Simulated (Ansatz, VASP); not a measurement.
## SnO2: VASP beside Ansatz

```
Sn O
1.0
     4.93084    0.00000    0.00000
     0.00000    4.93136    0.00000
     0.00000    0.00000    3.33117
Sn O
2 4
Cartesian
  2.4654 2.4657 1.6656
  0.0000 0.0000 0.0000
  1.5088 1.2539 0.0000
  3.9742 1.2118 1.6656
  0.9566 3.7196 1.6656
  3.4220 3.6775 0.0000
```

Alike in both runs: task single point; functional LDA; k mesh 6 × 6 × 8; occupations gaussian, width 0.05 eV; no spin polarisation.

|  | VASP | Ansatz |
| --- | --- | --- |
| version | VASP 6.6.1 | Ansatz 0.2.0 |
| potentials or method | VASP PAW LDA potentials, release 64 (Sn_d, O), cutoff 520 eV | scalar-relativistic, plane waves, PAW |
| valence electrons in the cell | 52 | 52 |

|  | VASP | Ansatz | Ansatz less VASP |
| --- | --- | --- | --- |
| gap on the k mesh at the Fermi level (eV) | 0.48 | 0.48 | -0.001 |
| least direct gap on the mesh (eV) | 0.81 | 0.81 | -0.007 |
| pressure (GPa) | -16.9 | -17.6 | -0.77 |
| traceless stress, the component that is largest in VASP (GPa) | 4.91 | 4.55 | -0.359 |
| rms of the force components (eV/Å) | 1.179 | 1.136 | -0.0429 |

Ansatz warns that its potentials were made for another functional, while VASP's fit it. LDA's correlation is that of Perdew and Zunger in VASP and of Perdew and Wang (1992) in Ansatz. Atom by atom the forces differ by 0.044 eV/Å (rms over components).
